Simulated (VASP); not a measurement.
Input of a VASP 6.6.1 run:

Contents of POSCAR:

```
WS2
1.0
    3.1753758786      0.0000000000      0.0000000000
   -1.5876879393      2.7499561775      0.0000000000
    0.0000000000      0.0000000000     12.7213985847
W S
2 4
Direct
    0.3333333333      0.6666666667      0.2500000000
    0.6666666667      0.3333333333      0.7500000000
    0.3333333333      0.6666666667      0.6273631168
    0.6666666667      0.3333333333      0.1273631168
    0.3333333333      0.6666666667      0.8726368832
    0.6666666667      0.3333333333      0.3726368832
```

File INCAR.step1:

```
PREC = Accurate
ENCUT = 520
ISMEAR = 0
SIGMA = 0.02
LREAL = F
LASPH = T
NELM = 80
NBANDS = 35
GGA = PE
ALGO = Normal
EDIFF = 1E-4
LWAVE = T
LCHARG = F
```

Contents of INCAR.step2:

```
PREC = Accurate
ENCUT = 520
EDIFF = 1E-6
ISMEAR = 0
SIGMA = 0.02
LREAL = F
LASPH = T
NELM = 80
ALGO = Normal
ISIF = 2
LWAVE = F
LCHARG = F
METAGGA = R2SCAN
LMIXTAU = T
NBANDS = 35
ISTART = 1
```

The input KPOINTS:

```
regular mesh
0
Gamma
  12 12 4
```

Potentials or basis: VASP PAW PBE potentials, release 64 (W_sv, S).

The run is started by

```bash
$ cat potpaw_PBE.64/W_sv/POTCAR potpaw_PBE.64/S/POTCAR > POTCAR
$ cp INCAR.step1 INCAR
$ mpirun -np 1 vasp_std > vasp.out
$ cp INCAR.step2 INCAR
$ mpirun -np 1 vasp_std > vasp.out
```

Task: Estimate the pressure.

Result: 0.9 GPa.

Task: What does it give for the largest force?

Result: 0.022 eV/Å.

Stress tensor (GPa, compression positive):
```
0.97 0.00 0.00
0.00 0.97 0.00
0.00 0.00 0.88
```

Caveat: the PAW data sets were made with another functional, which shifts forces and pressure a little.
